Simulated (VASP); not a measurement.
## Cu3O2: single point with PBE

The system is Cu3O2.

```
Cu O
1.0
     0.00000    0.00000    2.72670
     5.90066    0.00382    0.00000
    -2.94702    5.11203    0.00000
Cu O
3 2
Cartesian
  0.7904 2.9542 1.3633
  2.3603 0.2306 1.3633
  3.9340 2.9565 1.3633
  -0.5889 3.7506 0.0000
  2.3629 2.0463 1.3633
```

The cell was built from a structure type or drawn by symmetry, and may not be a known phase.

| Quantity | Value |
| --- | --- |
| Program | VASP 6.6.1 |
| Task | single point |
| Functional | PBE |
| Potentials or basis | VASP PAW PBE potentials, release 64 (Cu, O) |
| Cutoff | 520 eV |
| k mesh | 6 × 4 × 4 |
| Occupations | gaussian, width 0.1 eV |
| Spin | collinear spin |
| Starting moments | [1.0, -1.0, -1.0, 0.0, 0.0] μB |
| Dipole correction | no |
| Further INCAR settings | ALGO = Normal; EDIFF = 1e-06; NBANDS = 34 |

```json
{"Pressure": "0.6 GPa", "Largest force": "0.064 eV/Å", "Net moment": "-0.82 μB per cell", "Site moments": "Cu -0.18; O -0.07, -0.21 μB", "Valence electrons inside the program's atomic spheres": "Cu 9.91; O 4.92, 4.97"}
```

Forces on the atoms (eV/Å):
```
Cu  -0.055  0.032  0.000
Cu   0.000 -0.064  0.000
Cu   0.056  0.032  0.000
O    0.000  0.000  0.000
O   -0.001  0.000  0.000
```

Levels at points of the mesh, in eV from the Fermi level:
Spin up:
```csv
k point,band 20,band 21,band 22,band 23,band 24,band 25
"(0.00, 0.00, 0.00)",-1.43,-1.02,-1.02,0.10,0.97,3.50
"(0.50, 0.00, 0.00)",-0.83,-0.41,-0.21,-0.21,4.36,5.10
"(0.00, 0.50, 0.00)",-1.13,-0.84,-0.24,0.42,1.60,2.23
"(0.50, 0.50, 0.00)",-0.83,-0.17,-0.02,0.31,4.31,4.55
"(0.00, 0.50, 0.50)",-1.13,-0.84,-0.25,0.42,1.60,2.23
"(0.50, 0.50, 0.50)",-0.83,-0.17,-0.02,0.31,4.32,4.55
```
Spin down:
```
           k point  band 20  band 21  band 22  band 23  band 24  band 25  band 26  band 27
(0.00, 0.00, 0.00)    -1.56    -1.16    -1.16     0.00     0.46     3.49     3.51     5.94
(0.50, 0.00, 0.00)    -0.96    -0.93    -0.35    -0.35     4.25     5.05     5.38     5.38
(0.00, 0.50, 0.00)    -1.26    -0.97    -0.76    -0.06     1.51     2.17     3.67     4.43
(0.50, 0.50, 0.00)    -1.10    -0.30    -0.17    -0.17     4.29     4.53     5.77     6.28
(0.00, 0.50, 0.50)    -1.26    -0.98    -0.76    -0.05     1.51     2.18     3.67     4.42
(0.50, 0.50, 0.50)    -1.10    -0.30    -0.17    -0.17     4.29     4.53     5.76     6.28
```

It took 5.7 min on 1 thread of Intel Xeon 8259CL, with other jobs on the host, peak memory 0.3 GiB.

Caveat: the k points lie up to 0.38 Å⁻¹ apart. With open d or f shells a metallic result of PBE can be an artefact of self-interaction; +U or a hybrid may open a gap.
